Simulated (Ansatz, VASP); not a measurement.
BeS in VASP and in Ansatz

```
Be S
1.0
    11.09987    0.00000    0.00000
     0.00000   11.09987    0.00000
     0.00000    0.00000    3.40808
Be S
8 8
Direct
  0.57452 0.62989 0.00000
  0.87011 0.92548 0.50000
  0.42548 0.37011 0.00000
  0.12989 0.07452 0.50000
  0.62989 0.42548 0.50000
  0.92548 0.12989 0.00000
  0.37011 0.57452 0.50000
  0.07452 0.87011 0.00000
  0.00263 0.80110 0.50000
  0.30110 0.50263 0.00000
  0.99737 0.19890 0.50000
  0.69890 0.49737 0.00000
  0.19890 0.00263 0.00000
  0.49737 0.30110 0.50000
  0.80110 0.99737 0.00000
  0.50263 0.69890 0.50000
```

Alike in both runs: functional PBE; k mesh 2 × 2 × 8; occupations gaussian, width 0.02 eV; no spin polarisation.

Ansatz relaxed the structure, and its values are those at the end. VASP's run is a single point on that final structure, the one shown.

|  | VASP | Ansatz |
| --- | --- | --- |
| version | VASP 6.6.1 | Ansatz 0.2.0 |
| potentials or method | VASP PAW PBE potentials, release 64 (Be, S), cutoff 520 eV | scalar-relativistic, plane waves, PAW |
| valence electrons in the cell | 64 | 64 |

```tsv
	VASP	Ansatz	Ansatz less VASP
gap on the k mesh at the Fermi level (eV)	3.62	3.63	+0.005
least direct gap on the mesh (eV)	3.62	3.63	+0.005
pressure (GPa)	0.0	0.0	+0.01
rms of the force components (eV/Å)	0.005	0.001	-0.0033
```

The functional is the same, so the differences come from potentials, cutoffs and numerics. Ansatz's warnings: xc potential rough in thin density.
